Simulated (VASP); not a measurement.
Input of a VASP 6.6.1 run:

Contents of INCAR:

```
SYSTEM = RbCaH3
PREC = Accurate
ENCUT = 520
EDIFF = 1E-6
ISMEAR = 0
SIGMA = 0.05
LREAL = .False.
LASPH = .True.
NELM = 60
ALGO = Normal
ISIF = 2
LWAVE = .False.
LCHARG = .False.
GGA = CA
NBANDS = 19
```

The input KPOINTS:

```
regular mesh
0
Gamma
  6 6 6
  0 0 0
```

POSCAR

```
RbCaH3
1.0
    4.2788908233      0.0000000000      0.0000000000
    0.0000000000      4.2788908233      0.0000000000
    0.0000000000      0.0000000000      5.1346689880
Rb Ca H
1 1 3
Direct
    0.0000000000      0.0000000000      0.0000000000
    0.5000000000      0.5000000000      0.5000000000
    0.0000000000      0.5000000000      0.5000000000
    0.5000000000      0.0000000000      0.5000000000
    0.5000000000      0.5000000000      0.0000000000
```

Potentials or basis: VASP PAW LDA potentials, release 64 (Rb_sv, Ca_sv, H).

Command:

```console
$ cat potpaw_LDA.64/Rb_sv/POTCAR potpaw_LDA.64/Ca_sv/POTCAR potpaw_LDA.64/H/POTCAR > POTCAR
$ mpirun -np 1 vasp_std > vasp.out
```

(1) Predict the pressure.

(2) Estimate the band gap on the k mesh.

## Answers

(1) -1.4 GPa.

(2) 2.77 eV (least direct gap 2.79 eV).

Caveat: the stress differs along the axes, from -5 to 1 GPa.
